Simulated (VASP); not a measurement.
# Ta2N (Cmmm) in VASP: a series of runs

Ta2N is run at these levels: PBE; tasks: relaxation of cell and atoms, single point.

All numbers are computed with VASP 6.6.1; they aren't measurements. Logs are shortened: lines on timing, memory, paths and dates and some standing lists are left out, and cuts for length are marked.

**1. The cell of the first run**

Symmetry: Cmmm, No. 65, orthorhombic system. Conventional cell: a = 6.690 Å, b = 8.938 Å, c = 3.364 Å, α = 90.00°, β = 90.00°, γ = 90.00°. Ta (site symmetry 2mm) has 2 N at 2.16 Å and 5 Ta at 2.81 to 2.88 Å within 2.9 Å. Ta (site symmetry m2m) has 4 N at 2.30 to 3.12 Å and 4 Ta at 2.81 Å within 3.2 Å. Within 1.8 Å of N (site symmetry mm2) lie 1 N at 1.32 Å.

The cell was generated, and may not be a known phase.

**2. Relaxation of cell and atoms, PBE**

Contents of INCAR:

```
SYSTEM = Ta2N
  PREC = Accurate
  ENCUT = 600
  EDIFF = 1E-6
  ISMEAR = 0
  SIGMA = 0.1
  LREAL = .False.
  LASPH = .True.
  NELM = 80
  ALGO = Normal
  ISIF = 3
  LWAVE = .False.
  LCHARG = .False.
  GGA = PE
  IBRION = 2
  NSW = 90
  EDIFFG = -0.04
```

Contents of KPOINTS:

```
regular mesh
0
Gamma
  4 4 6
  0 0 0
```

Contents of POSCAR:

```
Ta2N
1.0
    3.3451823719     -4.4688573168      0.0000000000
    3.3451823719      4.4688573168      0.0000000000
    0.0000000000      0.0000000000      3.3638116763
Ta N
4 2
Direct
    0.7153637975      0.7153637975      0.0000000000
    0.2846362025      0.2846362025      0.0000000000
    0.7693204033      0.2306795967      0.0000000000
    0.2306795967      0.7693204033      0.0000000000
    0.0000000000      0.0000000000      0.3040555946
    0.0000000000      0.0000000000      0.6959444054
```

Potentials or basis: VASP PAW PBE potentials, release 64 (Ta_pv, N).

Started as:

```bash
$ cat potpaw_PBE.64/Ta_pv/POTCAR potpaw_PBE.64/N/POTCAR > POTCAR
$ mpirun -np 1 vasp_std > vasp.out
```

OUTCAR:

```text
SYSTEM = Ta2N
   PREC = Accurate
   ENCUT = 600
   EDIFF = 1E-6
   ISMEAR = 0
   LREAL = .False.
   LASPH = .True.
   NELM = 80
   ISIF = 3
   GGA = PE
   IBRION = 2
   NSW = 90
   EDIFFG = -0.04

 ion  position               nearest neighbor table
   1  0.715  0.715  0.000-   5 2.16   6 2.16   3 2.81   4 2.81   4 2.81   3 2.81   2 2.88
   2  0.285  0.285  0.000-   5 2.16   6 2.16   3 2.81   4 2.81   4 2.81   3 2.81   1 2.88
   3  0.769  0.231  0.000-   5 2.30   6 2.30   1 2.81   2 2.81   2 2.81   1 2.81   4 3.36   4 3.36

   4  0.231  0.769  0.000-   5 2.30   6 2.30   1 2.81   2 2.81   2 2.81   1 2.81   3 3.36   3 3.36

   5  0.000  0.000  0.304-   6 1.32   2 2.16   1 2.16   4 2.30   3 2.30
   6  0.000  0.000  0.696-   5 1.32   2 2.16   1 2.16   4 2.30   3 2.30

  LATTYP: Found a base centered orthorhombic cell.
 ALAT       =     6.6903647438
 B/A-ratio  =     1.3359084259
 C/A-ratio  =     0.5027844976

  Lattice vectors:

 A1 = (   3.3451823719,  -4.4688573168,   0.0000000000)
 A2 = (   3.3451823719,   4.4688573168,   0.0000000000)
 A3 = (   0.0000000000,   0.0000000000,   3.3638116763)

Analysis of symmetry for initial positions (statically):
=====================================================================
 Subroutine PRICEL returns:
 Original cell was already a primitive cell.

 Routine SETGRP: Setting up the symmetry group for a
 base centered orthorhombic supercell.

 Subroutine GETGRP returns: Found  8 space group operations
 (whereof  8 operations were pure point group operations)
 out of a pool of  8 trial point group operations.

The static configuration has the point symmetry D_2h.

Analysis of symmetry for dynamics (positions and initial velocities):
=====================================================================
 Subroutine PRICEL returns:
 Original cell was already a primitive cell.

 Routine SETGRP: Setting up the symmetry group for a
 base centered orthorhombic supercell.

 Subroutine GETGRP returns: Found  8 space group operations
 (whereof  8 operations were pure point group operations)
 out of a pool of  8 trial point group operations.

The dynamic configuration has the point symmetry D_2h.

 Subroutine INISYM returns: Found  8 space group operations
 (whereof  8 operations are pure point group operations),
 and found     1 'primitive' translations

----------------------------------------------------------------------------------------

                                     Primitive cell

  volume of cell :     100.5722

[... 106 lines left out ...]
   PSTRESS=    0.0 pullay stress
   NELECT =      54.0000    total number of electrons
   NUPDOWN=      -1.0000    fix difference up-down
   EMIN   =  10.00;   EMAX   =-10.00  energy-range for DOS
   EFERMI =   0.00;   METHOD = LEGACY
   ISMEAR =     0;   SIGMA  =   0.10  broadening in eV -4-tet -1-fermi 0-gaus
   EFERMI_NEDOS =   21; number of points for ismear=-14 and -15
   IALGO  =     38    algorithm
   IMIX   =      4    mixing-type and parameters
     AMIX     =   0.40;   BMIX     =  1.00
     AMIX_MAG =   1.60;   BMIX_MAG =  1.00
  volume/ion in A,a.u.               =      16.76       113.12
  Fermi-wavevector in a.u.,A,eV,Ry     =   1.330598  2.514465 24.088982  1.770490
  Thomas-Fermi vector in A             =   2.459672
   LORBIT       =      0    0 simple, 1 ext, 2 COOP (PROOUT), +10 PAW based schemes
   GGA     = PE    functional components
   LHFCALC =     F    Hartree Fock is set to
   AEXX    =    0.0000 exact exchange contribution
   IVDW    =     0    specifies the selected vdW correction
   LEPSILON=     F    determine dielectric tensor
   LRPA    =     F    only Hartree local field effects (RPA)
 conjugate gradient relaxation of ions
 non-spin polarized calculation
 Gauss-broadening in eV      SIGMA  =   0.10
  energy-cutoff  :      600.00
  volume of cell :      100.57
 maximum number of plane-waves:      3378
 NGX is ok and might be reduce to    48
   NGX = 23   NGY = 23   NGZ = 13

--------------------------------------- Ionic step        1  -------------------------------------------

 number of electron      53.9999997 magnetization

 Free energy of the ion-electron system (eV)
  ---------------------------------------------------
  ext. energy  EPLUGINS =         0.00000000
  ---------------------------------------------------
  free energy    TOTEN  =       -59.43215591 eV

  energy without entropy =      -59.40896245  energy(sigma->0) =      -59.42055918

------------------------ aborting loop because EDIFF is reached ----------------------------------------

  FORCE on cell =-STRESS in cart. coord.  units (eV):
  Direction    XX          YY          ZZ          XY          YZ          ZX
  --------------------------------------------------------------------------------------
  -------------------------------------------------------------------------------------
  Total        0.1784891     -0.2457732     -0.4349838     -0.0000000      0.0000000      0.0000000
  in kB        2.8434418     -3.9153184     -6.9295604     -0.0000000      0.0000000      0.0000000
  external PRESSURE =      -2.6671456 kB  Pullay stress =       0.0000000 kB
[... 187 lines left out ...]
--------------------------------------- Ionic step        6  -------------------------------------------

 number of electron      53.9999996 magnetization

 Free energy of the ion-electron system (eV)
  ---------------------------------------------------
  ext. energy  EPLUGINS =         0.00000000
  ---------------------------------------------------
  free energy    TOTEN  =       -59.43564834 eV

  energy without entropy =      -59.41213121  energy(sigma->0) =      -59.42388977

 E-fermi :   4.9092     XC(G=0): -11.6088

 val. band max:        4.9011379745   @ k =   0.0000   0.0000   0.0000
 cond. band min:       4.9162296488   @ k =   0.5000  -0.0000   0.1667
 fundamental gap:      0.0150916744
 Fermi energy:         4.9091565613

 k-point     1 :       0.0000    0.0000    0.0000
  band No.  band energies     occupation
      1     -30.2284      2.00000
      2     -30.1325      2.00000
      3     -30.1055      2.00000
      4     -29.7880      2.00000
      5     -29.7875      2.00000
      6     -29.7417      2.00000
[... 829 lines left out ...]
     31       7.4472      0.00000
     32       7.9112      0.00000

 [... further k-points ...]

------------------------ aborting loop because EDIFF is reached ----------------------------------------

  FORCE on cell =-STRESS in cart. coord.  units (eV):
  Direction    XX          YY          ZZ          XY          YZ          ZX
  --------------------------------------------------------------------------------------
  -------------------------------------------------------------------------------------
  Total       -0.1387605      0.0175732      0.0181152      0.0000000      0.0000000      0.0000000
  in kB       -2.2170920      0.2807821      0.2894417      0.0000000      0.0000000      0.0000000
  external PRESSURE =      -0.5489561 kB  Pullay stress =       0.0000000 kB
[... 21 lines left out ...]
  FREE ENERGIE OF THE ION-ELECTRON SYSTEM (eV)
  ---------------------------------------------------
  free  energy   TOTEN  =       -59.4356483359 eV

  energy  without entropy=      -59.4121312074  energy(sigma->0) =      -59.42388977

 reached required accuracy - stopping structural energy minimisation
```

OSZICAR:

```text
N       E                     dE             d eps       ncg     rms          rms(c)
DAV:   1     0.550067231519E+03    0.55007E+03   -0.32785E+04  1792   0.190E+03
DAV:   2    -0.314413096405E+02   -0.58151E+03   -0.57361E+03  2080   0.515E+02
DAV:   3    -0.642447413478E+02   -0.32803E+02   -0.32331E+02  2392   0.105E+02
DAV:   4    -0.650225536392E+02   -0.77781E+00   -0.77247E+00  2224   0.153E+01
[... 48 lines left out ...]
DAV:   1    -0.594360876087E+02   -0.63877E-03   -0.45464E-02  1808   0.167E+00    0.214E-01
DAV:   2    -0.594357600044E+02    0.32760E-03   -0.29366E-03  1944   0.382E-01    0.925E-02
DAV:   3    -0.594356513850E+02    0.10862E-03   -0.53651E-04  2264   0.150E-01    0.200E-02
DAV:   4    -0.594356491092E+02    0.22759E-05   -0.31374E-05  2296   0.317E-02    0.128E-02
DAV:   5    -0.594356483359E+02    0.77324E-06   -0.25087E-06  1688   0.981E-03
   6 F= -.59435648E+02 E0= -.59423890E+02  d E =-.199620E-03
```

CONTCAR:

```text
Ta2N
   1.00000000000000
     3.3569663491379340   -4.4641107248890606    0.0000000000000000
     3.3569663491379340    4.4641107248890606    0.0000000000000000
     0.0000000000000000    0.0000000000000000    3.3456529228514134
  Ta              N
     4     2
Direct
     0.7148609589196004    0.7148609589196004    1.0000000000000000
     0.2851390410803994    0.2851390410803994    1.0000000000000000
     0.7702904822417100    0.2297095177582899    1.0000000000000000
     0.2297095177582899    0.7702904822417100    1.0000000000000000
     1.0000000000000000    1.0000000000000000    0.3027908125819587
     1.0000000000000000    1.0000000000000000    0.6972091874180413

  0.00000000E+00  0.00000000E+00  0.00000000E+00
  0.00000000E+00  0.00000000E+00  0.00000000E+00
  0.00000000E+00  0.00000000E+00  0.00000000E+00
  0.00000000E+00  0.00000000E+00  0.00000000E+00
  0.00000000E+00  0.00000000E+00  0.00000000E+00
  0.00000000E+00  0.00000000E+00  0.00000000E+00
```

Wall time 6.1 min (1 thread of Intel Xeon Platinum 8259CL at 2.50GHz (Skylake/Cascade Lake), shared host); peak memory 0.3 GiB.

Results:

```
Free energy                           : -59.4356 eV
Relaxed volume                        : 16.71 Å³/atom
Relaxed cell                          : a = 5.585 Å, b = 5.585 Å, c = 3.346 Å, α = 90.00°, β = 90.00°, γ = 106.11°
Space group after relaxing (to 0.1 Å) : Cmmm (No. 65)
Energy gained by relaxing             : 0.6 meV/atom
Ionic steps                           : 6
Pressure after relaxing               : -0.1 GPa
Largest force after relaxing          : 0.031 eV/Å
Band gap on the k mesh                : zero (bands 27 and 28 overlap by 1.41 eV)
```

Forces on the atoms (eV/Å):
```
Ta  -0.007  0.000  0.000
Ta   0.007  0.000  0.000
Ta   0.000 -0.031  0.000
Ta   0.000  0.031  0.000
N    0.000  0.000  0.000
N    0.000  0.000  0.000
```

Stress tensor (GPa, compression positive):
```
-0.22  0.00  0.00
 0.00  0.03  0.00
 0.00  0.00  0.03
```

Step by step:
| step | energy change (eV) | largest force (eV/Å) | pressure (GPa) | volume (Å³) |
| --- | --- | --- | --- | --- |
| 1 | 0.0000 | 0.1728 | -0.27 | 100.57 |
| 2 | 0.0000 | 0.5158 | 0.22 | 100.17 |
| 3 | -0.0016 | 0.1714 | -0.03 | 100.37 |
| 4 | -0.0033 | 0.0511 | 0.19 | 100.16 |
| 5 | -0.0033 | 0.0510 | 0.22 | 100.13 |
| 6 | -0.0035 | 0.0311 | -0.05 | 100.28 |

Final structure:
```
Ta N
1.0
     3.35697   -4.46411    0.00000
     3.35697    4.46411    0.00000
     0.00000    0.00000    3.34565
Ta N
4 2
Cartesian
  4.7995 0.0000 3.3457
  1.9144 0.0000 3.3457
  3.3570 -2.4132 3.3457
  3.3570 2.4132 3.3457
  6.7139 0.0000 1.0130
  6.7139 0.0000 2.3326
```

Levels at points of the mesh, in eV from the Fermi level:
| k point | band 23 | band 24 | band 25 | band 26 | band 27 | band 28 | band 29 | band 30 | band 31 | band 32 |
| --- | --- | --- | --- | --- | --- | --- | --- | --- | --- | --- |
| (0.00, 0.00, 0.00) | -1.88 | -1.71 | -1.37 | -1.06 | -0.66 | -0.41 | -0.10 | -0.01 | 1.86 | 2.67 |
| (0.50, 0.00, 0.00) | -1.90 | -1.82 | -1.63 | -0.99 | -0.68 | -0.13 | -0.03 | 0.44 | 1.35 | 1.77 |
| (0.50, 0.50, 0.00) | -1.71 | -1.47 | -1.18 | -0.85 | -0.73 | -0.29 | 0.51 | 1.23 | 1.34 | 1.45 |
| (0.00, 0.00, 0.50) | -1.40 | -1.38 | -0.90 | -0.82 | 0.85 | 1.39 | 1.71 | 2.36 | 2.92 | 3.05 |
| (0.50, 0.00, 0.50) | -1.68 | -1.46 | -0.71 | 0.15 | 0.23 | 0.44 | 0.50 | 1.96 | 2.54 | 3.00 |
| (0.50, 0.50, 0.50) | -1.65 | -1.49 | -0.94 | -0.64 | -0.53 | -0.11 | 0.85 | 1.21 | 2.33 | 2.56 |

Caveat: spin-orbit coupling is left out, which moves the levels of the heavy elements.

**3. Relaxation of cell and atoms, PBE**

This run uses another cell than the first one, of 17.18 Å³/atom.

Contents of INCAR:

```
SYSTEM = Ta2N
PREC = Accurate
ENCUT = 600
EDIFF = 1E-6
ISMEAR = 0
SIGMA = 0.1
LREAL = .FALSE.
LASPH = .TRUE.
NELM = 80
ALGO = Normal
ISIF = 3
LWAVE = .FALSE.
LCHARG = .FALSE.
GGA = PE
IBRION = 2
NSW = 90
EDIFFG = -0.04
```

Contents of KPOINTS:

```
regular mesh
0
G
  4 4 4
  0 0 0
```

Contents of POSCAR:

```
Ta2N
1.0
    3.3463698700     -3.6737974500      0.0000000000
    3.3463698700      3.6737974500      0.0000000000
    0.0000000000      0.0000000000      4.1927281400
Ta N
4 2
Direct
    0.6684075900      0.3315924100      0.0000000000
    0.3315924100      0.6684075900      0.0000000000
    0.1424073900      0.1424073900      0.0000000000
    0.8575926100      0.8575926100      0.0000000000
    0.0000000000      0.0000000000      0.2416028500
    0.0000000000      0.0000000000      0.7583971500
```

Potentials or basis: VASP PAW PBE potentials, release 64 (Ta_pv, N).

Started as:

```bash
$ cat potpaw_PBE.64/Ta_pv/POTCAR potpaw_PBE.64/N/POTCAR > POTCAR
$ mpirun -np 1 vasp_std > vasp.out
```

Wall time 52 min (1 thread of Intel Xeon Platinum 8259CL at 2.50GHz (Skylake/Cascade Lake), shared host); peak memory 0.29 GiB.

Results (log left out):

```
Free energy                           : -57.7423 eV
Relaxed volume                        : 17.67 Å³/atom
Relaxed cell                          : a = 5.657 Å, b = 5.657 Å, c = 3.430 Å, α = 90.00°, β = 90.00°, γ = 74.99°
Space group after relaxing (to 0.1 Å) : Cmmm (No. 65)
Pressure after relaxing               : -0.1 GPa
Largest force after relaxing          : 0.011 eV/Å
Band gap on the k mesh                : zero (bands 27 and 28 overlap by 0.78 eV)
```

Forces in eV/Å, atoms in the order of the input:
```
Ta   0.000  0.006  0.000
Ta   0.000 -0.006  0.000
Ta  -0.011  0.000  0.000
Ta   0.011  0.000  0.000
N    0.000  0.000  0.008
N    0.000  0.000 -0.008
```

Stress tensor (GPa, compression positive):
```
 0.01  0.00  0.00
 0.00 -0.15  0.00
 0.00  0.00 -0.04
```

Final structure:
```xyz
6
Lattice="4.4880 -3.4430 0.0000 4.4880 3.4430 0.0000 0.0000 0.0000 3.4301" Properties=species:S:1:pos:R:3 pbc="T T T"
Ta    4.4880   -1.4337    0.0000
Ta    4.4880    1.4337    0.0000
Ta    6.8858    0.0000    0.0000
Ta    2.0901    0.0000    0.0000
N     0.0000    0.0000    2.7348
N     0.0000    0.0000    0.6953
```

Levels at points of the mesh, in eV from the Fermi level:
```tsv
k point	band 23	band 24	band 25	band 26	band 27	band 28	band 29	band 30	band 31	band 32
(0.00, 0.00, 0.00)	-1.86	-1.56	-1.38	-1.17	-0.95	-0.41	-0.22	-0.01	1.32	2.40
(0.50, 0.00, 0.00)	-1.83	-1.78	-1.45	-0.88	-0.66	-0.13	-0.12	0.27	1.03	1.71
(0.50, 0.50, 0.00)	-1.82	-1.25	-1.09	-0.88	-0.64	-0.63	0.38	0.80	0.97	1.26
(0.00, 0.00, 0.50)	-2.05	-1.57	-1.04	-0.17	-0.16	1.20	1.44	2.32	2.53	2.55
(0.50, 0.00, 0.50)	-2.10	-1.66	-0.19	-0.04	-0.02	0.19	0.27	2.09	2.16	2.39
(0.50, 0.50, 0.50)	-1.92	-1.17	-1.13	-0.86	-0.72	0.09	0.71	0.99	1.79	1.97
```

Caveat: the k points lie up to 0.46 Å⁻¹ apart in the final cell, too coarse for converged energies and pressures of a metal; a cell axis changed by over 15 % at a fixed basis, so the end point is rough; spin-orbit coupling is left out, which moves the levels of the heavy elements.

**4. Single point, PBE, collinear spin**

This run uses another cell than the first one, of 17.18 Å³/atom.

Contents of INCAR:

```
PREC = Accurate
ENCUT = 520
EDIFF = 1E-6
ISMEAR = 0
SIGMA = 0.1
LREAL = F
LASPH = T
NELM = 150
ALGO = Normal
ISIF = 2
LWAVE = F
LCHARG = T
ISPIN = 2
MAGMOM = 1 1 1 1 0 0
LORBIT = 11
LMAXMIX = 4
GGA = PE
LELF = T
LVHAR = T
NBANDS = 40
```

Contents of KPOINTS:

```
regular mesh
0
Gamma
  4 4 4
```

POSCAR is that of step 3.

Started as:

```bash
$ cat potpaw_PBE.64/Ta_pv/POTCAR potpaw_PBE.64/N/POTCAR > POTCAR
$ mpirun -np 1 vasp_std > vasp.out
```

It took 2.8 min on 1 thread of Intel Xeon Platinum 8259CL at 2.50GHz (Skylake/Cascade Lake), shared host; peak memory 0.32 GiB.

It converged, with:

```
Free energy                                           : -6.7742 eV
Pressure                                              : 217.3 GPa
Largest force                                         : 115.037 eV/Å
Band gap on the k mesh                                : zero (filled and empty bands overlap)
Net moment                                            : 0.00 μB per cell
Valence electrons inside the program's atomic spheres : Ta 9.09, 11.73 (each value once); N 4.51
```

Forces in eV/Å, atoms in the order of the input:
```
Ta     0.000    2.509    0.000
Ta     0.000   -2.509    0.000
Ta   115.037    0.000    0.000
Ta  -115.037    0.000    0.000
N      0.000    0.000   75.477
N      0.000    0.000  -75.477
```

Stress tensor (GPa, compression positive):
```
366.40   0.00   0.00
  0.00  41.97   0.00
  0.00   0.00 243.51
```

Levels at points of the mesh, in eV from the Fermi level:
Spin up:
```
           k point  band 24  band 25  band 26  band 27  band 28  band 29  band 30  band 31
(0.00, 0.00, 0.00)    -1.24    -1.23    -0.62    -0.46    -0.36     1.15     1.29     2.08
(0.50, 0.00, 0.00)    -1.65    -1.35    -0.43    -0.09    -0.07     0.27     0.59     1.04
(0.50, 0.50, 0.00)    -1.61    -0.66    -0.49    -0.18     0.33     0.58     1.45     1.93
(0.00, 0.00, 0.50)    -1.48    -1.37    -0.01     0.18     0.31     0.91     1.30     2.18
(0.50, 0.00, 0.50)    -1.54    -1.51    -1.36     0.00     0.48     0.54     1.41     1.50
(0.50, 0.50, 0.50)    -1.92    -1.63     0.27     1.07     1.34     1.55     1.70     1.80
```
Spin down:
```csv
k point,band 25,band 26,band 27,band 28,band 29,band 30
"(0.00, 0.00, 0.00)",-1.23,-0.62,-0.46,-0.36,1.15,1.29
"(0.50, 0.00, 0.00)",-1.35,-0.43,-0.09,-0.07,0.27,0.59
"(0.50, 0.50, 0.00)",-0.66,-0.49,-0.18,0.33,0.58,1.45
"(0.00, 0.00, 0.50)",-1.37,-0.01,0.18,0.31,0.91,1.30
"(0.50, 0.00, 0.50)",-1.51,-1.36,0.00,0.48,0.54,1.41
"(0.50, 0.50, 0.50)",-1.63,0.27,1.07,1.34,1.55,1.70
```

Caveat: the k points lie up to 0.37 Å⁻¹ apart, too coarse for converged energies and pressures of a metal; atoms lie so close that the PAW spheres overlap strongly, which falsifies energies and pressures; spin-orbit coupling is left out, which moves the levels of the heavy elements; forces of over 1 eV/Å act on the atoms, so gaps and moduli don't describe the material at rest.

**5. Overview**

| task | spin | cell | k mesh | cutoff (eV) | gap on the mesh (eV) | pressure (GPa) | relaxed volume (Å³/atom) | largest force (eV/Å) |
| --- | --- | --- | --- | --- | --- | --- | --- | --- |
| relaxation of cell and atoms | off | relaxed from a = 5.582, b = 5.582, c = 3.364 Å, angles 90.0, 90.0, 106.4°, 6 atoms, atomic positions A | 4 × 4 × 6 | 600 | none | -0.1 | 16.71 | 0.03 |
| relaxation of cell and atoms | off | relaxed from a = 4.969, b = 4.969, c = 4.193 Å, angles 90.0, 90.0, 95.3°, 6 atoms, atomic positions B | 4 × 4 × 4 | 600 | none | -0.1 | 17.67 | 0.01 |
| single point | collinear | a = 4.969, b = 4.969, c = 4.193 Å, angles 90.0, 90.0, 95.3°, 6 atoms, atomic positions B | 4 × 4 × 4 | 520 | none | 217.3 | - | 115.04 |

Alike in all rows: level PBE; potentials or basis VASP PAW PBE potentials, release 64 (Ta_pv, N); smearing gaussian 0.1 eV.

Caveats: some runs use coarse meshes; spin-orbit coupling is left out, which moves the levels of the heavy elements; a cell axis changed by over 15 % at a fixed basis, so the end point is rough (at least some runs); atoms lie so close that the PAW spheres overlap strongly, which falsifies energies and pressures (at least some runs); forces of over 1 eV/Å act on the atoms, so gaps and moduli don't describe the material at rest (at least some runs).

Total energies depend on the potentials used, so only differences within one code and one set of settings carry meaning.

The gap in the log of VASP goes by the Fermi energy; the results here count the filled bands.